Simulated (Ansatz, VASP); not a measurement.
## C: VASP beside Ansatz

```xyz
4
Lattice="-2.7698 2.7698 1.6012 2.7698 -2.7698 1.6012 2.7698 2.7698 -1.6012" Properties=species:S:1:pos:R:3 pbc="T T T"
C     0.9905    0.9905    0.0000
C     1.7793    1.7793    1.6012
C     1.7793   -1.7793    1.6012
C    -1.7793    1.7793    1.6012
```

Alike in both runs: task single point; functional PBE; k mesh 10 × 10 × 10; occupations gaussian, width 0.02 eV; no spin polarisation.

```csv
,VASP,Ansatz
version,VASP 6.6.1,Ansatz 0.2.0
potentials or method,"VASP PAW PBE potentials, release 64 (C), cutoff 520 eV","scalar-relativistic, plane waves, PAW"
valence electrons in the cell,16,16
```

|  | VASP | Ansatz | Ansatz less VASP |
| --- | --- | --- | --- |
| gap on the k mesh at the Fermi level (eV) | 0.86 | 0.85 | -0.004 |
| least direct gap on the mesh (eV) | 0.86 | 0.85 | -0.004 |
| pressure (GPa) | -64.6 | -64.7 | -0.07 |
| traceless stress, the component that is largest in VASP (GPa) | -3.52 | -3.52 | +0.005 |
| rms of the force components (eV/Å) | 0.318 | 0.319 | +0.0014 |

Atom by atom the forces differ by 0.001 eV/Å (rms over components). Both programs put the cell under strong tension, so it lies far from rest at this level. With one functional, cell and mesh, what is left measures potentials, basis and numerics.

Noted on VASP's run: the cell as given lies far from equilibrium.
